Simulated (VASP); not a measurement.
A run of VASP 6.6.1:

Contents of INCAR:

```
SYSTEM = RbBr
ALGO = Normal ; EDIFF = 1E-6
ENCUT = 520 ; GGA = PE
ISIF = 2 ; ISMEAR = 0
LASPH = .TRUE. ; LCHARG = .FALSE.
LREAL = .FALSE. ; LWAVE = .FALSE.
NBANDS = 15 ; NELM = 100
PREC = Accurate ; SIGMA = 0.01
```

File KPOINTS:

```
k-points
0
G
  4 4 4
  0 0 0
```

The input POSCAR:

```
RbBr
1.0
    0.0000000000      3.4610545825      3.4610545825
    3.4610545825      0.0000000000      3.4610545825
    3.4610545825      3.4610545825      0.0000000000
Rb Br
1 1
Direct
    0.0000000000      0.0000000000      0.0000000000
    0.5000000000      0.5000000000      0.5000000000
```

Potentials or basis: VASP PAW PBE potentials, release 64 (Rb_sv, Br).

The run is started by

```sh
$ cat potpaw_PBE.64/Rb_sv/POTCAR potpaw_PBE.64/Br/POTCAR > POTCAR
$ mpirun -np 1 vasp_std > vasp.out
```

Hardware: 1 thread of Intel(R) Xeon(R) 6975P-C (Granite Rapids), on a shared host.

Question: How long does it take, and how much memory?

Answer: Run time: 5.5 s on 1 thread of Intel(R) Xeon(R) 6975P-C (Granite Rapids) (shared host), peak memory 0.2 GiB. Counts: scf iterations 13, k points 8.
